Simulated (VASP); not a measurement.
**SiO2: single point with LDA**

SiO2:

```
CELL_PARAMETERS angstrom
5.00282 0.00000 0.00000
0.00000 5.00282 0.00000
0.00000 0.00000 7.39814
ATOMIC_POSITIONS crystal
Si 0.00000 0.00000 0.00000
Si 0.00000 0.50000 0.25000
Si 0.50000 0.50000 0.50000
Si 0.50000 0.00000 0.75000
O 0.08163 0.25000 0.12500
O 0.25000 0.58163 0.37500
O 0.75000 0.41837 0.37500
O 0.91837 0.75000 0.12500
O 0.58163 0.75000 0.62500
O 0.75000 0.08163 0.87500
O 0.25000 0.91837 0.87500
O 0.41837 0.25000 0.62500
```

This cell differs from its parent crystal: equal strain along all axes, cell held: +1.5 %, then relaxed in part.

* Program: VASP 6.6.1
* Task: single point
* Functional: LDA
* Potentials or basis: VASP PAW LDA potentials, release 64 (Si, O)
* Cutoff: 520 eV
* k mesh: 6 × 6 × 4
* Occupations: gaussian, width 0.02 eV
* Spin: no spin polarisation

| Property | Result |
| --- | --- |
| Pressure | -0.6 GPa |
| Largest force | 0.017 eV/Å |
| Band gap on the k mesh | 5.59 eV |

Forces in eV/Å, atoms in the order of the input:
```
Si   0.000  0.000  0.000
Si   0.000  0.000  0.000
Si   0.000  0.000  0.000
Si   0.000  0.000  0.000
O    0.017  0.000  0.000
O    0.000  0.017  0.000
O    0.000 -0.017  0.000
O   -0.017  0.000  0.000
O    0.017  0.000  0.000
O    0.000  0.017  0.000
O    0.000 -0.017  0.000
O   -0.017  0.000  0.000
```

Stress tensor (GPa, compression positive):
```
-0.32  0.00  0.00
 0.00 -0.32  0.00
 0.00  0.00 -1.16
```

Levels at points of the mesh, in eV from the valence-band top:
```csv
k point,band 29,band 30,band 31,band 32,band 33,band 34,band 35,band 36
"(0.00, 0.00, 0.00)",-0.40,-0.40,0.00,0.00,5.59,8.50,8.50,8.58
"(0.50, 0.00, 0.00)",-0.73,-0.73,-0.18,-0.18,7.58,7.58,9.16,9.16
"(0.50, 0.50, 0.00)",-0.44,-0.44,-0.44,-0.44,8.68,8.68,8.68,8.68
"(0.00, 0.00, 0.50)",-0.23,-0.23,-0.23,-0.23,6.66,6.66,8.81,8.81
"(0.50, 0.00, 0.50)",-0.65,-0.65,-0.11,-0.11,7.93,7.93,8.45,8.45
"(0.50, 0.50, 0.50)",-0.55,-0.55,-0.55,-0.55,9.05,9.05,9.05,9.05
```

Wall time 2.4 min on 1 thread of Intel(R) Xeon(R) 6975P-C (Granite Rapids) (shared host), peak memory 0.32 GiB.

Caveat: the cell differs from its parent crystal (equal strain along all axes, cell held: +1.5 %, then relaxed in part). A k mesh can miss the band edges.
